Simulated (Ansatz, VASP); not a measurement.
# HfO2: VASP beside Ansatz

```
Hf O
1.0
     5.11432    0.00000   -0.00613
     0.00000    5.18204    0.00000
    -0.86430    0.00000    5.22505
Hf O
4 8
Direct
  0.27619 0.04184 0.20825
  0.72381 0.54184 0.29175
  0.72381 0.95816 0.79175
  0.27619 0.45816 0.70825
  0.44796 0.75765 0.47847
  0.55204 0.25765 0.02153
  0.55204 0.24235 0.52153
  0.44796 0.74235 0.97847
  0.07005 0.33376 0.34403
  0.92995 0.83376 0.15597
  0.92995 0.66624 0.65597
  0.07005 0.16624 0.84403
```

Alike in both runs: task single point; functional PBE0; k mesh 2 × 2 × 2; occupations fermi-dirac, width 0.02 eV; no spin polarisation.

|  | VASP | Ansatz |
| --- | --- | --- |
| version | VASP 6.6.1 | Ansatz 0.2.0 |
| potentials or method | VASP PAW PBE potentials, release 64 (Hf_pv, O), cutoff 520 eV | PAW plane waves |
| valence electrons in the cell | 88 | 152 |

Ansatz gave:

```
gap on the k mesh at the Fermi level (eV)                     : 6.46
pressure (GPa)                                                : 0.2
traceless stress, the component that is largest in VASP (GPa) : -0.15
rms of the force components (eV/Å)                            : 0.043
```

Problem. Estimate VASP's values.

Solution. gap on the k mesh at the Fermi level (eV): 6.40; pressure (GPa): -4.7; traceless stress, the component that is largest in VASP (GPa): -0.46; rms of the force components (eV/Å): 0.084.

Atom by atom the forces differ by 0.044 eV/Å (rms over components). One of these differences is far larger than is usual between the two programs; its cause wasn't traced. With one functional, cell and mesh, what is left measures potentials, basis and numerics. VASP's potentials hold 88 valence electrons a cell and Ansatz's 152, so a difference there can come from the potentials and not from the codes. Ansatz's warnings: stress exchange threshold loose, stress scf threshold loose.

The k mesh is coarse, so the values compare programs but aren't converged. Neither program's run includes spin-orbit coupling.
